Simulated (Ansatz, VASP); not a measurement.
TaTlO4: VASP beside Ansatz

File INCAR:

```
  PREC = Accurate
  ENCUT = 520
  EDIFF = 1E-6
  ISMEAR = 0
  SIGMA = 0.2
  LREAL = False
  LASPH = True
  NELM = 60
  ALGO = Normal
  ISIF = 2
  LWAVE = False
  LCHARG = True
  GGA = PE
  LELF = True
  LVHAR = True
  NBANDS = 60
```

KPOINTS

```
regular mesh
0
Gamma
  6 6 2
```

File POSCAR:

```
TaTlO4
1.0
    3.5976802282      0.0000000000      0.0000000000
    0.0000000000      3.5976802282      0.0000000000
    0.0000000000      0.0000000000     10.7588321990
Ta Tl O
2 2 8
Direct
    0.0000000000      0.0000000000      0.0000000000
    0.0000000000      0.0000000000      0.5000000000
    0.5000000000      0.5000000000      0.2500000000
    0.5000000000      0.5000000000      0.7500000000
    0.5000000000      0.0000000000      0.1099700351
    0.5000000000      0.0000000000      0.6099700351
    0.0000000000      0.5000000000      0.3900299649
    0.0000000000      0.5000000000      0.8900299649
    0.5000000000      0.0000000000      0.3900299649
    0.5000000000      0.0000000000      0.8900299649
    0.0000000000      0.5000000000      0.1099700351
    0.0000000000      0.5000000000      0.6099700351
```

Input for Ansatz:

```yaml
crystal:
  lattice:
    - [3.5976802282, 0.0, 0.0]
    - [0.0, 3.5976802282, 0.0]
    - [0.0, 0.0, 10.758832199]
  atoms:
    - { symbol: Ta, position: [0.0, 0.0, 0.0] }
    - { symbol: Ta, position: [0.0, 0.0, 0.5] }
    - { symbol: Tl, position: [0.5, 0.5, 0.25] }
    - { symbol: Tl, position: [0.5, 0.5, 0.75] }
    - { symbol: O, position: [0.5, 0.0, 0.1099700351] }
    - { symbol: O, position: [0.5, 0.0, 0.6099700351] }
    - { symbol: O, position: [0.0, 0.5, 0.3900299649] }
    - { symbol: O, position: [0.0, 0.5, 0.8900299649] }
    - { symbol: O, position: [0.5, 0.0, 0.3900299649] }
    - { symbol: O, position: [0.5, 0.0, 0.8900299649] }
    - { symbol: O, position: [0.0, 0.5, 0.1099700351] }
    - { symbol: O, position: [0.0, 0.5, 0.6099700351] }
basis:
  ecutwfc: 420
kpoints:
  mp_grid: { grid: [6, 6, 2] }
hamiltonian:
  xc: pbe
scf:
  occupations: { method: gaussian, width: 0.2 }
  lower_state_search: "off"
output:
  forces: true
  stress: true
  eigenvalues: true
```

Alike in both runs: task single point; functional PBE; k mesh 6 × 6 × 2; occupations gaussian, width 0.2 eV; no spin polarisation.

```csv
,VASP,Ansatz
version,VASP 6.6.1,Ansatz 0.2.0
potentials or method,"VASP PAW PBE potentials, release 64 (Ta_pv, Tl_d, O), cutoff 520 eV","scalar-relativistic, plane waves, PAW"
valence electrons in the cell,96,100
```

```tsv
	VASP	Ansatz	Ansatz less VASP
gap on the k mesh at the Fermi level (eV)	none	none	-
pressure (GPa)	0.5	0.0	-0.45
traceless stress, the component that is largest in VASP (GPa)	0.15	0.12	-0.031
rms of the force components (eV/Å)	0.007	0.001	-0.0066
```

Atom by atom the forces differ by 0.008 eV/Å (rms over components). A gap of «none» marks a metal or a gap that the smearing closes. VASP's potentials hold 96 valence electrons a cell and Ansatz's 100, so a difference there can come from the potentials and not from the codes.

Neither program's run includes spin-orbit coupling.
